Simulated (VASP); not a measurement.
SnO2:

```xyz
6
Lattice="-2.0001 2.0001 5.1237 2.0001 -2.0001 5.1237 2.0001 2.0001 -5.1237" Properties=species:S:1:pos:R:3 pbc="T T T"
Sn    0.0000    0.0000    0.0000
Sn    0.0000    2.0001    2.5618
O     0.0000    2.0001    0.4767
O     0.0000    0.0000    2.0851
O     0.0000    2.0001    4.6469
O     0.0000    0.0000    8.1623
```

- Program: VASP 6.6.1
- Task: relaxation of cell and atoms
- Functional: PBE
- Potentials or basis: VASP PAW PBE potentials, release 64 (Sn_d, O)
- Cutoff: 600 eV
- k mesh: 7 × 7 × 7
- Occupations: fermi-dirac, width 0.05 eV
- Spin: no spin polarisation

At the start: pressure 6.3 GPa; volume 13.66 Å³/atom.

Problem. Where does the relaxation end?

Solution. Over 10 steps the energy falls by 10.2 meV/atom and the volume is 14.22 Å³/atom (+4.0 %); space group I4_1/amd (No. 141, to 0.05 Å).

The path:
```tsv
step	energy change (eV)	largest force (eV/Å)	pressure (GPa)	volume (Å³)
1	0.0000	0.0646	6.28	81.98
2	0.0104	0.3778	-5.80	88.50
3	-0.0569	0.1596	0.00	85.01
4	-0.0605	0.0230	0.00	85.23
5	-0.0605	0.0210	0.00	85.23
6	-0.0607	0.0163	0.02	85.24
7	-0.0610	0.0015	0.07	85.25
8	-0.0610	0.0027	0.09	85.25
9	-0.0609	0.0117	-0.21	85.41
10	-0.0610	0.0012	0.00	85.29
```

Final structure:
```xyz
6
Lattice="-2.0275 2.0275 5.1872 2.0275 -2.0275 5.1872 2.0275 2.0275 -5.1872" Properties=species:S:1:pos:R:3 pbc="T T T"
Sn    0.0000    0.0000    0.0000
Sn    0.0000    2.0275    2.5936
O     0.0000    2.0275    0.4933
O     0.0000    0.0000    2.1003
O     0.0000    2.0275    4.6938
O     0.0000    0.0000    8.2740
```
